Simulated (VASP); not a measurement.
Write the native input for VASP 6.6.1 that does the following.

```yaml
Task: single point
Functional: PBEsol
Potentials_or_basis: VASP PAW PBE potentials, release 64 (Cs_sv)
Cutoff: 500 eV
k_mesh: 6 × 6 × 6
Occupations: gaussian, width 0.1 eV
Spin: no spin polarisation
Dipole_correction: no
Further_INCAR_settings: ALGO = Normal; EDIFF = 1e-06; NBANDS = 10
```

The structure of Cs lies in POSCAR:

```
Cs
1.0
   -2.7500754600      2.7500754600      4.0972389800
    2.7500754600     -2.7500754600      4.0972389800
    2.7500754600      2.7500754600     -4.0972389800
Cs
1
Direct
    0.0000000000      0.0000000000      0.0000000000
```

The input as run:

INCAR

```
SYSTEM = Cs
ALGO = Normal ; EDIFF = 1E-6
ENCUT = 500 ; GGA = PS
GGA_COMPAT = .False. ; ISIF = 2
ISMEAR = 0 ; LASPH = .True.
LCHARG = .False. ; LREAL = .False.
LWAVE = .False. ; NBANDS = 10
NELM = 120 ; PREC = Accurate
SIGMA = 0.1
```

KPOINTS

```
k-points
0
Gamma
  6 6 6
  0 0 0
```

Potentials or basis: VASP PAW PBE potentials, release 64 (Cs_sv).

Launch:

```sh
$ cat potpaw_PBE.64/Cs_sv/POTCAR > POTCAR
$ mpirun -np 1 vasp_std > vasp.out
```

It gave:

- Pressure: -0.2 GPa
- Band gap on the k mesh: zero (an odd number of electrons rules out a gap without spin polarisation)

Caveat: the PAW data sets were made with another functional, which shifts forces and pressure a little; spin-orbit coupling is left out, which moves the levels of the heavy elements.

Wall time 48 s on 1 thread of Intel Xeon 8259CL (shared host), peak memory 0.25 GiB.
